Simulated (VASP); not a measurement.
## Ge: single point with PBE

The system is Ge.

```
CELL_PARAMETERS angstrom
0.00000 2.12601 2.12601
2.12601 0.00000 2.12601
2.12601 2.12601 0.00000
ATOMIC_POSITIONS crystal
Ge 0.00000 0.00000 0.00000
```

* Program: VASP 6.6.1
* Task: single point
* Functional: PBE
* Potentials or basis: VASP PAW PBE potentials, release 64 (Ge_d)
* Cutoff: 520 eV
* k mesh: 15 × 15 × 15
* Occupations: fermi-dirac, width 0.0612256 eV
* Spin: no spin polarisation

The pressure is 1.4 GPa and the band gap on the k mesh is zero (band 7 reaches 15.42 eV, above the bottom of band 8 at 4.34 eV).

Levels at points of the mesh, in eV from the Fermi level:
```tsv
k point	band 3	band 4	band 5	band 6	band 7	band 8	band 9	band 10	band 11	band 12
(0.00, 0.00, 0.00)	-24.85	-24.80	-24.80	-13.15	8.69	8.69	8.69	13.82	13.82	13.82
```

Wall time 32 s on 1 thread of AMD EPYC 7R43 64-Core Processor (Zen 3), on a shared host, peak memory 0.12 GiB.
